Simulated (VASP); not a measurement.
## ZrGe2Pd3: single point with PBE

Crystal: ZrGe2Pd3.

```xyz
6
Lattice="4.6280 0.0000 0.0000 -2.3140 4.0080 0.0000 0.0000 0.0000 5.5065" Properties=species:S:1:pos:R:3 pbc="T T T"
Zr    0.0000    0.0000    2.6218
Ge    0.0000    2.6720    0.8958
Ge    2.3140    1.3360    0.8958
Pd    0.0000    0.0000    5.3757
Pd    0.0000    2.6720    3.7739
Pd    2.3140    1.3360    3.7739
```

```
Program             : VASP 6.6.1
Task                : single point
Functional          : PBE
Potentials or basis : VASP PAW PBE potentials, release 64 (Zr_sv, Ge_d, Pd)
Cutoff              : 520 eV
k mesh              : 4 × 4 × 2
Occupations         : gaussian, width 0.2 eV
Spin                : no spin polarisation
```

```
Pressure               : 0.2 GPa
Largest force          : 0.023 eV/Å
Band gap on the k mesh : 0.05 eV, direct
```

Forces in eV/Å, atoms in the order of the input:
```
Zr   0.000  0.000  0.018
Ge   0.000  0.000  0.012
Ge   0.000  0.000  0.012
Pd   0.000  0.000 -0.023
Pd   0.000  0.000 -0.009
Pd   0.000  0.000 -0.009
```

Stress tensor (GPa, compression positive):
```
0.08 0.00 0.00
0.00 0.08 0.00
0.00 0.00 0.30
```

Levels at points of the mesh, in eV from the valence-band top:
```tsv
k point	band 33	band 34	band 35	band 36	band 37	band 38
(0.00, 0.00, 0.00)	-0.87	-0.72	-0.72	0.61	0.61	1.83
(0.50, 0.00, 0.00)	-1.37	-1.32	-0.78	0.23	0.37	1.00
(0.00, 0.00, 0.50)	-0.94	-0.94	-0.42	0.39	0.39	1.37
(0.50, 0.00, 0.50)	-1.38	-1.22	-0.82	1.12	1.28	1.30
```

Run time: 20 s on 1 thread of Intel(R) Xeon(R) 6975P-C (Granite Rapids), on a shared host, peak memory 0.23 GiB.

Caveat: the k points lie up to 0.57 Å⁻¹ apart. A k mesh can miss the band edges.
